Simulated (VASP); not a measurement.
Runs of VASP 6.6.1 on Al2InAs3. The structure is that of space group I-4m2 (No. 119), or close to it. The cells are those of the table. 

| cell | k mesh | smearing | gap on the mesh (eV) | pressure (GPa) |
| --- | --- | --- | --- | --- |
| a = 9.306 Å, angles 154.2, 154.2, 36.8°, 6 atoms | 6 × 6 × 6 | gaussian 0.1 eV | 0.84 | (b) |
| a = 9.490 Å, angles 154.2, 154.2, 36.8°, 6 atoms | 10 × 10 × 10 | gaussian 0.02 eV | 0.47 | -3.0 |
| a = 9.400 Å, angles 154.2, 154.2, 36.8°, 6 atoms | 10 × 10 × 10 | gaussian 0.02 eV | (c) | -1.6 |
| a = 9.110 Å, angles 154.2, 154.2, 36.8°, 6 atoms | 10 × 10 × 10 | gaussian 0.02 eV | (a) | 4.4 |
| a = 9.209 Å, angles 154.2, 154.2, 36.8°, 6 atoms | 10 × 10 × 10 | gaussian 0.02 eV | 1.04 | 2.1 |

Alike in all rows: task single point; level PBE; potentials or basis VASP PAW PBE potentials, release 64 (Al, In_d, As); no spin polarisation; cutoff (eV) 520.

Problem. Fill in the values left out.

Solution. (a) 1.24; (b) 0.1; (c) 0.65.

Caveats: spin-orbit coupling is left out, which moves the levels of the heavy elements.

A k mesh can miss the band edges, and the runs leave out spin-orbit coupling on As, In.
